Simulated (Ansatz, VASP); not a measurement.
## BaOs3: VASP beside Ansatz

INCAR

```
SYSTEM = BaOs3
ALGO = Normal
EDIFF = 1E-6
ENCUT = 560
GGA = PS
GGA_COMPAT = .FALSE.
ISIF = 2
ISMEAR = 0
LASPH = .TRUE.
LCHARG = .TRUE.
LELF = .TRUE.
LREAL = .FALSE.
LVHAR = .TRUE.
LWAVE = .FALSE.
NBANDS = 37
NELM = 120
PREC = Accurate
SIGMA = 0.05
```

KPOINTS

```
k-points
0
G
  8 8 8
  0 0 0
```

The input POSCAR:

```
BaOs3
1.0
    4.0849325274      0.0000000000      0.0000000000
    0.0000000000      4.0849325274      0.0000000000
    0.0000000000      0.0000000000      4.0849325274
Ba Os
1 3
Direct
    0.0000000000      0.0000000000      0.0000000000
    0.0000000000      0.5000000000      0.5000000000
    0.5000000000      0.5000000000      0.0000000000
    0.5000000000      0.0000000000      0.5000000000
```

Input for Ansatz:

```yaml
crystal:
  lattice:
    - [4.0849325274, 0.0, 0.0]
    - [0.0, 4.0849325274, 0.0]
    - [0.0, 0.0, 4.0849325274]
  atoms:
    - { symbol: Ba, position: [0.0, 0.0, 0.0] }
    - { symbol: Os, position: [0.0, 0.5, 0.5] }
    - { symbol: Os, position: [0.5, 0.5, 0.0] }
    - { symbol: Os, position: [0.5, 0.0, 0.5] }
basis:
  ecutwfc: 420
  ecutrho_ratio: 4
kpoints:
  mp_grid: { grid: [8, 8, 8] }
hamiltonian:
  xc: pbesol
scf:
  occupations: { method: gaussian, width: 0.05 }
output:
  forces: true
  stress: true
  eigenvalues: true
```

Alike in both runs: task single point; functional PBEsol; k mesh 8 × 8 × 8; occupations gaussian, width 0.05 eV; no spin polarisation.

|  | VASP | Ansatz |
| --- | --- | --- |
| version | VASP 6.6.1 | Ansatz 0.2.0 |
| potentials or method | VASP PAW PBE potentials, release 64 (Ba_sv, Os_sv_GW), cutoff 560 eV | scalar-relativistic, plane waves, PAW |
| valence electrons in the cell | 58 | 58 |

|  | VASP | Ansatz | Ansatz less VASP |
| --- | --- | --- | --- |
| gap on the k mesh at the Fermi level (eV) | none | none | - |
| pressure (GPa) | 8.7 | 3.4 | -5.32 |

VASP's potentials were made for PBE, not for PBEsol. A gap of «none» marks a metal or a gap that the smearing closes. One of these differences is far larger than is usual between the two programs; its cause wasn't traced.

Spin-orbit coupling is off throughout.
